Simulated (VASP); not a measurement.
**Zr2S: single point with r2SCAN**

Zr2S:

```
Zr S
1.0
     3.52864    0.00000    0.00000
    -1.76432    3.05589    0.00000
     0.00000    0.00000    5.65609
Zr S
2 1
Cartesian
  1.7643 1.0186 1.5929
  0.0000 2.0373 4.0631
  0.0000 0.0000 0.0000
```

```yaml
Program: VASP 6.6.1
Task: single point
Functional: r2SCAN
Potentials_or_basis: VASP PAW PBE potentials, release 64 (Zr_sv, S)
Cutoff: 520 eV
k_mesh: 12 × 12 × 8
Occupations: gaussian, width 0.1 eV
Spin: no spin polarisation
```

```json
{
  "Pressure": "0.0 GPa",
  "Largest force": "0.017 eV/Å",
  "Band gap on the k mesh": "zero (bands 15 and 16 overlap by 0.49 eV)"
}
```

Forces in eV/Å, atoms in the order of the input:
```
Zr   0.000  0.000  0.017
Zr   0.000  0.000 -0.017
S    0.000  0.000  0.000
```

Levels at points of the mesh, in eV from the Fermi level:
```tsv
k point	band 11	band 12	band 13	band 14	band 15	band 16	band 17	band 18	band 19	band 20
(0.00, 0.00, 0.00)	-4.60	-4.60	-3.08	0.04	0.04	0.09	0.43	1.03	1.03	1.38
(0.50, 0.00, 0.00)	-5.96	-5.25	-2.76	-1.24	-0.16	1.79	2.36	2.68	3.60	3.64
(0.00, 0.00, 0.50)	-4.74	-4.74	-2.00	-1.00	-0.04	-0.04	1.74	1.74	2.28	2.73
(0.50, 0.00, 0.50)	-5.96	-5.11	-1.84	-1.01	-0.49	-0.24	0.63	3.57	3.60	3.97
```

Wall time 6.9 min on 1 thread of Intel(R) Xeon(R) Platinum 8488C (Sapphire Rapids) (shared host), peak memory 0.29 GiB.

Caveat: the PAW data sets were made with another functional, which shifts forces and pressure a little.
